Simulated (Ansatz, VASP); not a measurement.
**One calculation of Pd, two programs**

```xyz
1
Lattice="0.0000 1.9735 1.9735 1.9735 0.0000 1.9735 1.9735 1.9735 0.0000" Properties=species:S:1:pos:R:3 pbc="T T T"
Pd    0.0000    0.0000    0.0000
```

Alike in both runs: task single point; functional PBE; k mesh 14 × 14 × 14; no spin polarisation.

|  | VASP | Ansatz |
| --- | --- | --- |
| version | VASP 6.6.1 | Ansatz 0.2.0 |
| potentials or method | VASP PAW PBE potentials, release 64 (Pd), cutoff 520 eV | plane waves (420 eV) with PAW, scalar-relativistic |
| occupations | methfessel-paxton of order 1, width 0.1 eV | cold, width 0.1 eV |
| valence electrons in the cell | 10 | 18 |

```tsv
	VASP	Ansatz	Ansatz less VASP
pressure (GPa)	-0.7	-0.4	+0.26
```

VASP's potentials hold 10 valence electrons a cell and Ansatz's 18, so a difference there can come from the potentials and not from the codes.
